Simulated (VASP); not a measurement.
**Sr: single point with r2SCAN**

The system is Sr.

```
Sr
1.0
     3.04206   -3.04135    0.00000
     3.04206    3.04135    0.00000
     0.00000    0.00000   12.34390
Sr
4
Cartesian
  3.0421 -1.5373 1.5403
  3.0421 -1.5040 7.7122
  3.0421 1.5373 10.8036
  3.0421 1.5040 4.6317
```

| Quantity | Value |
| --- | --- |
| Program | VASP 6.6.1 |
| Task | single point |
| Functional | r2SCAN |
| Potentials or basis | VASP PAW PBE potentials, release 64 (Sr_sv) |
| Cutoff | 520 eV |
| k mesh | 4 × 4 × 2 |
| Occupations | gaussian, width 0.1 eV |
| Spin | no spin polarisation |

| Quantity | Value |
| --- | --- |
| Pressure | 0.1 GPa |
| Largest force | 0.019 eV/Å |
| Band gap on the k mesh | zero (band 20 reaches 1.60 eV, above the bottom of band 21 at 1.39 eV) |

Forces in eV/Å, atoms in the order of the input:
```
Sr   0.000  0.016  0.010
Sr   0.000 -0.016  0.010
Sr   0.000 -0.016 -0.010
Sr   0.000  0.016 -0.010
```

Levels at points of the mesh, in eV from the Fermi level:
```
           k point  band 17  band 18  band 19  band 20  band 21  band 22  band 23  band 24
(0.00, 0.00, 0.00)    -3.74    -2.50    -2.49    -0.54     0.59     0.91     1.38     1.39
(0.50, 0.00, 0.00)    -1.37    -1.37    -1.01    -1.01    -0.04    -0.04     0.95     0.95
(0.50, 0.50, 0.00)    -0.51    -0.51     0.15     0.15     0.54     0.54     0.73     0.74
(0.00, 0.00, 0.50)    -3.41    -3.41    -1.27    -1.27     0.80     0.80     1.34     1.34
(0.50, 0.00, 0.50)    -1.22    -1.22    -1.21    -1.21     0.34     0.34     0.36     0.36
(0.50, 0.50, 0.50)    -0.24    -0.24    -0.24    -0.24     0.59     0.59     0.59     0.59
```

It took 8 min on 1 thread of AMD EPYC 7R43 64-Core Processor (Zen 3), on a shared host, peak memory 0.32 GiB.

Caveat: the k points lie up to 0.37 Å⁻¹ apart; the PAW data sets were made with another functional, which shifts forces and pressure a little.
